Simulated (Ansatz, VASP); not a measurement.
Two plane-wave programs on AlNi3

```
Al Ni
1.0
     0.00918    2.80870    2.80147
     2.80352    0.00613    2.80452
     2.81058    2.81882   -0.00094
Al Ni
1 3
Cartesian
  2.6902 2.8142 2.7841
  1.2622 1.3255 1.2546
  -0.0204 0.2328 0.0420
  4.2806 4.4350 4.1856
```

Change from the starting cell: ecut displaced: 600 eV.

Alike in both runs: task single point; functional PBEsol; k mesh 10 × 10 × 10; occupations gaussian, width 0.1 eV; no spin polarisation.

```csv
,VASP,Ansatz
version,VASP 6.6.1,Ansatz 0.2.0
potentials or method,"VASP PAW PBE potentials, release 64 (Al, Ni), cutoff 520 eV","scalar-relativistic, plane waves, PAW"
valence electrons in the cell,33,57
```

Ansatz gave:

- gap on the k mesh at the Fermi level (eV): none
- pressure (GPa): 8.0
- traceless stress, the component that is largest in VASP (GPa): 4.65
- rms of the force components (eV/Å): 1.612

Task: Which values does VASP return?

Result: gap on the k mesh at the Fermi level (eV): none; pressure (GPa): 8.0; traceless stress, the component that is largest in VASP (GPa): 4.52; rms of the force components (eV/Å): 1.604.

VASP's potentials were made for PBE, not for PBEsol. Atom by atom the forces differ by 0.012 eV/Å (rms over components). A gap of «none» marks a metal or a gap that the smearing closes. VASP's potentials hold 33 valence electrons a cell and Ansatz's 57, so a difference there can come from the potentials and not from the codes.
